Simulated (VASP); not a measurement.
Wanted: the native input for a VASP 6.6.1 run.

```yaml
Task: single point
Functional: PBEsol
Potentials_or_basis: VASP PAW PBE potentials, release 64 (Hg)
Cutoff: 520 eV
k_mesh: 12 × 12 × 4
Occupations: gaussian, width 0.05 eV
Spin: no spin polarisation
Dipole_correction: no
Further_INCAR_settings: ALGO = Normal; EDIFF = 1e-06; NBANDS = 25
```

The structure of Hg lies in POSCAR:

```
Hg
1.0
    3.1217354593     -1.8045865800      0.0000000000
    3.1217354593      1.8045865800      0.0000000000
   -2.0874657820      0.0000000000      8.4440744872
Hg
3
Direct
    0.7775275200      0.7775275200      0.3362887300
    0.2224724800      0.2224724800      0.6637112700
   -0.1039019142      0.1039019142      0.0000000000
```

This cell differs from its parent crystal: one atom moved.

These files were run (other wordings do the same):

INCAR

```
SYSTEM = Hg
PREC = Accurate
ENCUT = 520
EDIFF = 1E-6
ISMEAR = 0
SIGMA = 0.05
LREAL = .FALSE.
LASPH = .TRUE.
NELM = 100
ALGO = Normal
ISIF = 2
LWAVE = .FALSE.
LCHARG = .FALSE.
GGA = PS
NBANDS = 25
```

KPOINTS

```
regular mesh
0
G
  12 12 4
  0 0 0
```

Potentials or basis: VASP PAW PBE potentials, release 64 (Hg).

The run is started by

```console
$ cat potpaw_PBE.64/Hg/POTCAR > POTCAR
$ mpirun -np 1 vasp_std > vasp.out
```

It gave:

- Pressure: -2.7 GPa
- Largest force: 0.027 eV/Å

Caveat: the cell differs from its parent crystal (one atom moved); the PAW data sets were made with another functional, which shifts forces and pressure a little.

Run time: 3 min on 1 thread of AMD EPYC 9R45 96-Core Processor (Zen 5) (shared host), peak memory 0.4 GiB.
